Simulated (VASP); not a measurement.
K: single point with r2SCAN

K:

```xyz
1
Lattice="4.3104 0.0000 0.0000 0.0000 4.3104 0.0000 0.0000 0.0000 4.3104" Properties=species:S:1:pos:R:3 pbc="T T T"
K     0.0000    0.0000    0.0000
```

This isn't the form of K at room conditions, which is bcc.

```json
{
 "Program": "VASP 6.6.1",
 "Task": "single point",
 "Functional": "r2SCAN",
 "Potentials or basis": "VASP PAW PBE potentials, release 64 (K_sv)",
 "Cutoff": "520 eV",
 "k mesh": "10 × 10 × 10",
 "Occupations": "gaussian, width 0.15 eV",
 "Spin": "no spin polarisation"
}
```

```
Pressure               : 0.0 GPa
Band gap on the k mesh : zero (an odd number of electrons rules out a gap without spin polarisation)
```

Levels at points of the mesh, in eV from the Fermi level:
```tsv
k point	band 1	band 2	band 3	band 4	band 5	band 6	band 7	band 8
(0.00, 0.00, 0.00)	-33.95	-16.62	-16.62	-16.62	-2.21	3.18	3.18	6.62
(0.50, 0.00, 0.00)	-33.95	-16.70	-16.61	-16.61	0.03	0.08	3.86	5.05
(0.50, 0.50, 0.00)	-33.95	-16.69	-16.69	-16.60	1.12	2.26	2.26	2.46
(0.50, 0.50, 0.50)	-33.94	-16.68	-16.68	-16.68	2.43	2.43	2.43	4.45
```

Run time: 39 s on 1 thread of Intel(R) Xeon(R) 6975P-C (Granite Rapids) (shared host), peak memory 0.2 GiB.

Caveat: the PAW data sets were made with another functional, which shifts forces and pressure a little.
